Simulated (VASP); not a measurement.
# HfC (Fm-3m) in VASP: further runs

HfC is run at these levels: PBEsol; tasks: single point, relaxation of cell and atoms.

Program: VASP 6.6.1. These are calculated values, not measurements. Logs are shortened: lines on timing, memory, paths and dates and some standing lists are left out, and cuts for length are marked.

## 1. The cell of the first run

Symmetry: Fm-3m, No. 225, cubic system. The conventional cell has a = 4.607 Å, b = 4.607 Å, c = 4.607 Å, α = 90.00°, β = 90.00°, γ = 90.00°. Hf (site symmetry m-3m) has 6 C at 2.30 Å within 3.0 Å. Within 3.0 Å of C (site symmetry m-3m) lie 6 Hf at 2.30 Å.

## 2. Single point, PBEsol

INCAR

```
SYSTEM = HfC
PREC = Accurate ; ENCUT = 520
EDIFF = 1E-6 ; ISMEAR = -1
SIGMA = 0.05 ; LREAL = .False.
LASPH = .True. ; NELM = 80
ALGO = Normal ; ISIF = 2
LWAVE = .False. ; LCHARG = .True.
GGA = PS ; LELF = .True.
LVHAR = .True. ; NBANDS = 14
```

KPOINTS

```
Automatic mesh
0
Gamma
  16 16 16
  0 0 0
```

POSCAR

```
HfC
1.0
    0.0000000000      2.3036612993      2.3036612993
    2.3036612993      0.0000000000      2.3036612993
    2.3036612993      2.3036612993      0.0000000000
Hf C
1 1
Direct
    0.5000000000      0.5000000000      0.5000000000
    0.0000000000      0.0000000000      0.0000000000
```

Potentials or basis: VASP PAW PBE potentials, release 64 (Hf_pv, C).

On the command line:

```bash
cat potpaw_PBE.64/Hf_pv/POTCAR potpaw_PBE.64/C/POTCAR > POTCAR
mpirun -np 1 vasp_std > vasp.out
```

OUTCAR:

```text
SYSTEM = HfC
   PREC = Accurate
   ENCUT = 520
   EDIFF = 1E-6
   ISMEAR = -1
   LREAL = .False.
   LASPH = .True.
   NELM = 80
   ISIF = 2
   GGA = PS

 ion  position               nearest neighbor table
   1  0.500  0.500  0.500-   2 2.30   2 2.30   2 2.30   2 2.30   2 2.30   2 2.30
   2  0.000  0.000  0.000-   1 2.30   1 2.30   1 2.30   1 2.30   1 2.30   1 2.30

  LATTYP: Found a face centered cubic cell.
 ALAT       =     4.6073225986

  Lattice vectors:

 A1 = (   0.0000000000,   2.3036612993,   2.3036612993)
 A2 = (   2.3036612993,   0.0000000000,   2.3036612993)
 A3 = (   2.3036612993,   2.3036612993,   0.0000000000)

Analysis of symmetry for initial positions (statically):
=====================================================================
 Subroutine PRICEL returns:
 Original cell was already a primitive cell.

 Routine SETGRP: Setting up the symmetry group for a
 face centered cubic supercell.

 Subroutine GETGRP returns: Found 48 space group operations
 (whereof 48 operations were pure point group operations)
 out of a pool of 48 trial point group operations.

The static configuration has the point symmetry O_h .

Analysis of symmetry for dynamics (positions and initial velocities):
=====================================================================
 Subroutine PRICEL returns:
 Original cell was already a primitive cell.

 Routine SETGRP: Setting up the symmetry group for a
 face centered cubic supercell.

 Subroutine GETGRP returns: Found 48 space group operations
 (whereof 48 operations were pure point group operations)
 out of a pool of 48 trial point group operations.

The dynamic configuration has the point symmetry O_h .

 Subroutine INISYM returns: Found 48 space group operations
 (whereof 48 operations are pure point group operations),
 and found     1 'primitive' translations

----------------------------------------------------------------------------------------

                                     Primitive cell

  volume of cell :      24.4504

  direct lattice vectors                    reciprocal lattice vectors
     0.000000000  2.303661299  2.303661299    -0.217045796  0.217045796  0.217045796
     2.303661299  0.000000000  2.303661299     0.217045796 -0.217045796  0.217045796
     2.303661299  2.303661299  0.000000000     0.217045796  0.217045796 -0.217045796

  length of vectors
     3.257869053  3.257869053  3.257869053     0.375934346  0.375934346  0.375934346

  position of ions in fractional coordinates (direct lattice)
     0.500000000  0.500000000  0.500000000
     0.000000000  0.000000000  0.000000000

  ion indices of the primitive-cell ions
   primitive index   ion index
                 1           1
                 2           2

----------------------------------------------------------------------------------------

 KPOINTS: Automatic mesh

Automatic generation of k-mesh.
 Grid dimensions read from file:
 generate k-points for:   16   16   16

 Generating k-lattice:

  Cartesian coordinates                     Fractional coordinates (reciprocal lattice)
    -0.013565362  0.013565362  0.013565362     0.062500000  0.000000000  0.000000000
     0.013565362 -0.013565362  0.013565362     0.000000000  0.062500000  0.000000000
     0.013565362  0.013565362 -0.013565362     0.000000000  0.000000000  0.062500000

  Length of vectors
     0.023495897  0.023495897  0.023495897

  Shift w.r.t. Gamma in fractional coordinates (k-lattice)
     0.000000000  0.000000000  0.000000000

 Subroutine IBZKPT returns following result:
 ===========================================

 Found    145 irreducible k-points:

 Following reciprocal coordinates:
            Coordinates               Weight
  0.000000  0.000000  0.000000      1.000000
  0.062500  0.000000  0.000000      8.000000
  0.125000  0.000000  0.000000      8.000000
  0.187500  0.000000  0.000000      8.000000
  0.250000  0.000000  0.000000      8.000000
  0.312500  0.000000  0.000000      8.000000
[... 16 lines left out ...]
 -0.125000  0.062500  0.000000     24.000000
 -0.062500  0.062500  0.000000     12.000000
 [... further k-points ...]
   k-points           NKPTS =    145   k-points in BZ     NKDIM =    145   number of bands    NBANDS=     14
   number of dos      NEDOS =    301   number of ions     NIONS =      2
   total plane-waves  NPLWV =  13824
   dimension x,y,z NGX =    24 NGY =   24 NGZ =   24
   dimension x,y,z NGXF=    48 NGYF=   48 NGZF=   48
   ions per type =               1   1
   NGX,Y,Z   is equivalent  to a cutoff of  12.25, 12.25, 12.25 a.u.
   NGXF,Y,Z  is equivalent  to a cutoff of  24.49, 24.49, 24.49 a.u.
 SYSTEM =  HfC
   PREC   = accura    normal or accurate (medium, high low for compatibility)
   ISTART =      0    job   : 0-new  1-cont  2-samecut
   ICHARG =      2    charge: 1-file 2-atom 10-const
   ISPIN  =      1    spin polarized calculation?
   LNONCOLLINEAR =      F non collinear calculations
   LSORBIT =      F    spin-orbit coupling
   LASPH  =      T    aspherical Exc in radial PAW
   ENCUT  =  520.0 eV  38.22 Ry    6.18 a.u.   6.06  6.06  6.06*2*pi/ulx,y,z
   NELM   =     80;   NELMIN=  2; NELMDL= -5     # of ELM steps
   EDIFF  = 0.1E-05   stopping-criterion for ELM
   LREAL  =      F    real-space projection
   EDIFFG = 0.1E-04   stopping-criterion for IOM
   NSW    =      0    number of steps for IOM
   IBRION =     -1    ionic relax: 0-MD 1-quasi-New 2-CG
   NFREE  =      0    steps in history (QN), initial steepest desc. (CG)
   ISIF   =      2    stress and relaxation
   ISYM   =      2    0-nonsym 1-usesym 2-fastsym
   POTIM  = 0.5000    time-step for ionic-motion
   TEBEG  =    0.0;   TEEND  =   0.0 temperature during run
   PSTRESS=    0.0 pullay stress
   NELECT =      14.0000    total number of electrons
   NUPDOWN=      -1.0000    fix difference up-down
   EMIN   =  10.00;   EMAX   =-10.00  energy-range for DOS
   EFERMI =   0.00;   METHOD = LEGACY
   ISMEAR =    -1;   SIGMA  =   0.05  broadening in eV -4-tet -1-fermi 0-gaus
   EFERMI_NEDOS =   21; number of points for ismear=-14 and -15
   IALGO  =     38    algorithm
   IMIX   =      4    mixing-type and parameters
     AMIX     =   0.40;   BMIX     =  1.00
     AMIX_MAG =   1.60;   BMIX_MAG =  1.00
  volume/ion in A,a.u.               =      12.23        82.50
  Fermi-wavevector in a.u.,A,eV,Ry     =   1.359426  2.568943 25.144095  1.848039
  Thomas-Fermi vector in A             =   2.486175
   LORBIT       =      0    0 simple, 1 ext, 2 COOP (PROOUT), +10 PAW based schemes
   GGA     = PS    functional components
   LHFCALC =     F    Hartree Fock is set to
   AEXX    =    0.0000 exact exchange contribution
   IVDW    =     0    specifies the selected vdW correction
   LEPSILON=     F    determine dielectric tensor
   LRPA    =     F    only Hartree local field effects (RPA)
 non-spin polarized calculation
  energy-cutoff  :      520.00
  volume of cell :       24.45
 maximum number of plane-waves:       684
   NGX = 13   NGY = 13   NGZ = 13

 number of electron      14.0000002 magnetization

 Free energy of the ion-electron system (eV)
  ---------------------------------------------------
  ext. energy  EPLUGINS =         0.00000000
  ---------------------------------------------------
  free energy    TOTEN  =       -22.19629895 eV

  energy without entropy =      -22.19319125  energy(sigma->0) =      -22.19474510

 E-fermi :   5.9984     XC(G=0): -12.5572

 val. band max:        5.9957124799   @ k =   0.4375   0.3750   0.0000
 cond. band min:       6.0081924647   @ k =   0.1250   0.0625   0.0000
 fundamental gap:      0.0124799848
 Fermi energy:         5.9984351595

 k-point     1 :       0.0000    0.0000    0.0000
  band No.  band energies     occupation
      1     -23.3465      2.00000
      2     -23.3465      2.00000
      3     -23.3465      2.00000
      4      -6.4088      2.00000
      5       7.0627      0.00000
      6       7.0627      0.00000
      7       7.0627      0.00000
      8       7.3715      0.00000
      9       7.3715      0.00000
     10       7.3715      0.00000
     11       9.4692      0.00000
     12       9.4692      0.00000
     13      13.1819      0.00000
     14      17.0456      0.00000

 k-point     2 :       0.0625    0.0000    0.0000
  band No.  band energies     occupation
      1     -23.3777      2.00000
      2     -23.3495      2.00000
      3     -23.3495      2.00000
      4      -6.3048      2.00000
      5       6.2711      0.00853
      6       6.5186      0.00006
      7       6.5186      0.00006
      8       7.6084      0.00000
      9       7.6084      0.00000
     10       7.9138      0.00000
     11       9.9883      0.00000
     12       9.9883      0.00000
     13      13.4053      0.00000
     14      17.3363      0.00000

 k-point     3 :       0.1250    0.0000    0.0000
  band No.  band energies     occupation
      1     -23.4654      2.00000
      2     -23.3578      2.00000
      3     -23.3578      2.00000
      4      -6.0018      2.00000
      5       5.1913      2.00000
      6       5.6906      1.99577
      7       5.6906      1.99577
      8       7.9550      0.00000
      9       7.9550      0.00000
     10       8.3522      0.00000
     11      11.0958      0.00000
     12      11.0958      0.00000
     13      13.9870      0.00000
     14      18.1453      0.00000

 k-point     4 :       0.1875    0.0000    0.0000
  band No.  band energies     occupation
      1     -23.5937      2.00000
      2     -23.3702      2.00000
      3     -23.3702      2.00000
      4      -5.5247      2.00000
      5       4.0549      2.00000
      6       4.8948      2.00000
      7       4.8948      2.00000
      8       8.4504      0.00000
      9       8.4504      0.00000
     10       8.6871      0.00000
     11      12.4050      0.00000
     12      12.4050      0.00000
     13      14.7182      0.00000
     14      19.2607      0.00000

 k-point     5 :       0.2500    0.0000    0.0000
  band No.  band energies     occupation
      1     -23.7408      2.00000
      2     -23.3849      2.00000
      3     -23.3849      2.00000
      4      -4.9102      2.00000
      5       2.9347      2.00000
      6       4.2079      2.00000
      7       4.2079      2.00000
      8       9.0582      0.00000
      9       9.0939      0.00000
     10       9.0939      0.00000
     11      13.7794      0.00000
[... 276 lines left out ...]
 k-point    22 :      -0.1875    0.0625    0.0000
  band No.  band energies     occupation
      1     -23.6471      2.00000
      2     -23.4052      2.00000
      3     -23.3649      2.00000
      4      -5.2624      2.00000
      5       3.5437      2.00000
      6       4.4343      2.00000
      7       4.7458      2.00000
      8       8.3290      0.00000
      9       8.7761      0.00000
     10       9.4062      0.00000
     11      12.0402      0.00000
     12      13.6358      0.00000
     13      15.1650      0.00000
     14      19.7970      0.00000

 k-point    23 :      -0.1250    0.0625    0.0000
  band No.  band energies     occupation
      1     -23.5162      2.00000
      2     -23.3863      2.00000
      3     -23.3540      2.00000
      4      -5.7785      2.00000
      5       4.6189      2.00000
      6       5.1476      2.00000
      7       5.3996      1.99999
      8       7.8340      0.00000
      9       8.5296      0.00000
     10       8.8056      0.00000
     11      10.8751      0.00000
     12      12.2789      0.00000
     13      14.4451      0.00000
     14      18.7137      0.00000

 k-point    24 :      -0.0625    0.0625    0.0000
  band No.  band energies     occupation
      1     -23.4207      2.00000
      2     -23.3668      2.00000
      3     -23.3486      2.00000
      4      -6.1357      2.00000
      5       5.6250      1.99886
      6       5.9287      1.60292
      7       6.0282      0.71119
      8       7.5382      0.00000
      9       8.2354      0.00000
     10       8.2464      0.00000
     11      10.0923      0.00000
     12      11.0193      0.00000
     13      13.7727      0.00000
     14      17.7977      0.00000

 [... further k-points ...]

------------------------ aborting loop because EDIFF is reached ----------------------------------------

  FORCE on cell =-STRESS in cart. coord.  units (eV):
  Direction    XX          YY          ZZ          XY          YZ          ZX
  --------------------------------------------------------------------------------------
  -------------------------------------------------------------------------------------
  Total       -0.0560848     -0.0560848     -0.0560848      0.0000000      0.0000000     -0.0000000
  in kB       -3.6751068     -3.6751068     -3.6751068      0.0000000      0.0000000     -0.0000000
  external PRESSURE =      -3.6751068 kB  Pullay stress =       0.0000000 kB

 VOLUME and BASIS-vectors are now :
 -----------------------------------------------------------------------------
  energy-cutoff  :      520.00
  volume of cell :       24.45
      direct lattice vectors                 reciprocal lattice vectors
     0.000000000  2.303661299  2.303661299    -0.217045796  0.217045796  0.217045796
     2.303661299  0.000000000  2.303661299     0.217045796 -0.217045796  0.217045796
     2.303661299  2.303661299  0.000000000     0.217045796  0.217045796 -0.217045796

 POSITION                                       TOTAL-FORCE (eV/Angst)
 -----------------------------------------------------------------------------------
      2.30366      2.30366      2.30366        -0.000000     -0.000000     -0.000000
      0.00000      0.00000      0.00000         0.000000      0.000000      0.000000
 -----------------------------------------------------------------------------------
    total drift:                                0.000000     -0.000000      0.000000

  FREE ENERGIE OF THE ION-ELECTRON SYSTEM (eV)
  ---------------------------------------------------
  free  energy   TOTEN  =       -22.1962989550 eV

  energy  without entropy=      -22.1931912498  energy(sigma->0) =      -22.19474510
```

Run time: 49 s. Hardware: 1 thread of Intel Xeon 8259CL, shared host; peak memory 0.18 GiB.

Results:

| Item | Value |
| --- | --- |
| Free energy | -22.1963 eV |
| Pressure | -0.4 GPa |
| Band gap on the k mesh | zero (bands 7 and 8 overlap by 1.46 eV) |

Caveat: the PAW data sets were made with another functional, which shifts forces and pressure a little; spin-orbit coupling is left out, which moves the levels of the heavy elements.

## 3. Relaxation of cell and atoms, PBEsol

This run uses another cell than the first one, of 12.57 Å³/atom.

INCAR

```
SYSTEM = HfC
PREC     = Accurate       ! precision mode
ENCUT    = 600            ! plane-wave cutoff, eV
EDIFF    = 1E-6           ! SCF threshold, eV
ISMEAR   = -1             ! smearing method
SIGMA    = 0.05           ! smearing width, eV
LREAL    = .FALSE.        ! projectors in reciprocal space
LASPH    = .TRUE.         ! aspherical terms in the spheres
NELM     = 80             ! most SCF steps
ALGO     = Normal         ! electronic algorithm
ISIF     = 3              ! what is computed and relaxed
LWAVE    = .FALSE.        ! write WAVECAR
LCHARG   = .FALSE.        ! write CHGCAR
GGA      = PS             ! functional
IBRION   = 2              ! ionic algorithm
NSW      = 100            ! ionic steps
EDIFFG   = -0.002         ! ionic threshold
```

KPOINTS

```
regular mesh
0
G
  16 16 16
  0 0 0
```

POSCAR

```
HfC
1.0
    0.0000000000      2.3250000000      2.3250000000
    2.3250000000      0.0000000000      2.3250000000
    2.3250000000      2.3250000000      0.0000000000
Hf C
1 1
Direct
    0.5000000000      0.5000000000      0.5000000000
    0.0000000000      0.0000000000      0.0000000000
```

Potentials or basis: VASP PAW PBE potentials, release 64 (Hf_pv, C).

On the command line:

```bash
cat potpaw_PBE.64/Hf_pv/POTCAR potpaw_PBE.64/C/POTCAR > POTCAR
mpirun -np 1 vasp_std > vasp.out
```

Run time: 4.3 min. Hardware: 1 thread of Intel Xeon 8259CL, shared host; peak memory 0.21 GiB.

The run converged. Its results:

```
Free energy                           : -22.1979 eV
Relaxed volume                        : 12.20 Å³/atom
Relaxed cell                          : a = 3.256 Å, b = 3.256 Å, c = 3.256 Å, α = 60.00°, β = 60.00°, γ = 60.00°
Space group after relaxing (to 0.1 Å) : Fm-3m (No. 225)
Energy gained by relaxing             : 8.2 meV/atom
Ionic steps                           : 6
Pressure after relaxing               : 0.0 GPa
Band gap on the k mesh                : zero (bands 7 and 8 overlap by 1.47 eV)
```

The path:
```
step  energy change (eV)  largest force (eV/Å)  pressure (GPa)  volume (Å³)
   1              0.0000                0.0000           -7.06        25.14
   2              0.0372                0.0000           14.59        23.18
   3             -0.0165                0.0000           -0.18        24.42
   4             -0.0165                0.0000            0.05        24.40
   5             -0.0165                0.0000           -0.08        24.41
   6             -0.0165                0.0000            0.01        24.41
```

Final structure:
```yaml
crystal:
  lattice:
    - [0.00000, 2.30229, 2.30229]
    - [2.30229, 0.00000, 2.30229]
    - [2.30229, 2.30229, 0.00000]
  atoms:
    - { symbol: Hf, position: [0.50000, 0.50000, 0.50000] }
    - { symbol: C, position: [0.00000, 0.00000, 0.00000] }
```

Levels at points of the mesh, in eV from the Fermi level:
```
           k point  band 3  band 4  band 5  band 6  band 7  band 8  band 9  band 10  band 11
(0.00, 0.00, 0.00)  -29.34  -12.42    1.06    1.06    1.06    1.37    1.37     1.37     3.48
(0.50, 0.00, 0.00)  -29.41   -8.44   -6.29   -3.07   -3.07    5.49    5.49     5.98     6.69
(0.50, 0.50, 0.00)  -29.60  -10.47   -2.53   -1.91   -0.03   -0.03    5.49     6.98     6.98
```

Caveat: the PAW data sets were made with another functional, which shifts forces and pressure a little; spin-orbit coupling is left out, which moves the levels of the heavy elements.
